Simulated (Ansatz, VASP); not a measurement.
## AlN: VASP beside Ansatz

```
Al N
1.0
     3.12859    0.00000    0.00000
    -1.56429    2.70944    0.00000
     0.00000    0.00000    5.01696
Al N
2 2
Direct
  0.66667 0.33333 0.49929
  0.33333 0.66667 0.99929
  0.66667 0.33333 0.88071
  0.33333 0.66667 0.38071
```

Alike in both runs: task relaxation of cell and atoms; functional LDA; k mesh 12 × 12 × 6; occupations gaussian, width 0.02 eV; no spin polarisation.

|  | VASP | Ansatz |
| --- | --- | --- |
| version | VASP 6.6.1 | Ansatz 0.2.0 |
| potentials or method | VASP PAW LDA potentials, release 64 (Al, N), cutoff 600 eV | scalar-relativistic, plane waves, PAW |
| valence electrons in the cell | 16 | 16 |

|  | VASP | Ansatz | Ansatz less VASP |
| --- | --- | --- | --- |
| gap on the k mesh at the Fermi level, each at its own relaxed structure (eV) | 4.40 | 4.42 | +0.014 |
| relaxed volume (Å³/atom) | 10.24 | 10.21 | -0.026 |
| relaxed length of the cell vector where the two differ most in proportion (Å) | 4.948 | 4.943 | -0.0047 |

LDA's correlation is that of Perdew and Zunger in VASP and of Perdew and Wang (1992) in Ansatz.
